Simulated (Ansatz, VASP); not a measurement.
Two plane-wave programs on CsH

```
Cs H
1.0
     0.00000    3.03069    3.03069
     3.03069    0.00000    3.03069
     3.03069    3.03069    0.00000
Cs H
1 1
Direct
  0.00000 0.00000 0.00000
  0.50000 0.50000 0.50000
```

Alike in both runs: task single point; functional PBEsol; k mesh 6 × 6 × 6; occupations gaussian, width 0.05 eV; no spin polarisation.

```csv
,VASP,Ansatz
version,VASP 6.6.1,Ansatz 0.2.0
potentials or method,"VASP PAW PBE potentials, release 64 (Cs_sv, H), cutoff 520 eV","scalar-relativistic, plane waves, PAW"
valence electrons in the cell,10,10
```

VASP gave:

```
gap on the k mesh at the Fermi level (eV) : 1.88
least direct gap on the mesh (eV)         : 1.88
pressure (GPa)                            : 1.2
```

Problem. What did Ansatz give for the same quantities?

Solution. gap on the k mesh at the Fermi level (eV): 1.91; least direct gap on the mesh (eV): 1.91; pressure (GPa): 1.1.

VASP's potentials were made for PBE, not for PBEsol. The functional is the same, so the differences come from potentials, cutoffs and numerics.

Spin-orbit coupling is off throughout.
